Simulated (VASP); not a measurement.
ZrBrF: relaxation of cell and atoms with PBE

The system is ZrBrF.

```xyz
3
Lattice="3.6959 0.0000 0.0000 0.0000 3.6959 0.0000 0.0000 0.0000 5.2796" Properties=species:S:1:pos:R:3 pbc="T T T"
Zr    0.0000    0.0000    0.0000
Br    1.8479    1.8479    0.0000
F     1.8479    1.8479    2.6398
```

| Item | Value |
| --- | --- |
| Program | VASP 6.6.1 |
| Task | relaxation of cell and atoms |
| Functional | PBE |
| Potentials or basis | VASP PAW PBE potentials, release 64 (Zr_sv, Br, F) |
| Cutoff | 600 eV |
| k mesh | 6 × 6 × 4 |
| Occupations | gaussian, width 0.1 eV |
| Spin | no spin polarisation |
| Dipole correction | no |
| Further INCAR settings | ALGO = Normal; EDIFF = 1e-06; IBRION = 2; EDIFFG = -0.04; NSW = 90; ISIF = 3 |

```json
{
  "Relaxed volume": "24.24 Å³/atom",
  "Relaxed cell": "a = 3.711 Å, b = 3.711 Å, c = 5.280 Å, α = 90.00°, β = 90.00°, γ = 90.00°",
  "Space group after relaxing (to 0.05 Å)": "P4/mmm (No. 123)",
  "Energy gained by relaxing": "0.6 meV/atom",
  "Ionic steps": "3",
  "Pressure after relaxing": "0.0 GPa",
  "Band gap on the k mesh": "zero (band 13 reaches 4.69 eV, above the bottom of band 14 at 3.16 eV)"
}
```

Stress tensor (GPa, compression positive):
```
-0.01  0.00  0.00
 0.00 -0.01  0.00
 0.00  0.00  0.10
```

Step by step:
```tsv
step	energy change (eV)	largest force (eV/Å)	pressure (GPa)	volume (Å³)
1	0.0000	0.0000	0.65	72.12
2	-0.0009	0.0000	-0.35	73.14
3	-0.0018	0.0000	0.03	72.71
```

Final structure:
```xyz
3
Lattice="3.7110 0.0000 0.0000 0.0000 3.7110 0.0000 0.0000 0.0000 5.2799" Properties=species:S:1:pos:R:3 pbc="T T T"
Zr    0.0000    0.0000    0.0000
Br    1.8555    1.8555    0.0000
F     1.8555    1.8555    2.6400
```

Levels at points of the mesh, in eV from the Fermi level:
| k point | band 10 | band 11 | band 12 | band 13 | band 14 | band 15 | band 16 | band 17 |
| --- | --- | --- | --- | --- | --- | --- | --- | --- |
| (0.00, 0.00, 0.00) | -2.89 | -2.15 | -2.15 | -1.06 | -0.56 | -0.42 | 0.43 | 0.43 |
| (0.50, 0.00, 0.00) | -2.83 | -2.13 | -1.33 | 0.51 | 0.76 | 1.12 | 1.43 | 3.29 |
| (0.50, 0.50, 0.00) | -2.50 | -2.50 | -0.98 | -0.98 | -0.93 | 0.36 | 1.75 | 1.81 |
| (0.00, 0.00, 0.50) | -2.88 | -2.83 | -2.31 | -2.31 | -0.56 | 0.52 | 0.52 | 0.62 |
| (0.50, 0.00, 0.50) | -2.90 | -2.62 | -2.20 | 0.60 | 0.72 | 1.17 | 1.22 | 3.33 |
| (0.50, 0.50, 0.50) | -2.95 | -2.95 | -2.57 | -0.55 | -0.55 | 0.63 | 1.79 | 1.81 |

Run time: 39 s on 1 thread of Intel(R) Xeon(R) 6975P-C (Granite Rapids), with other jobs on the host, peak memory 0.22 GiB.
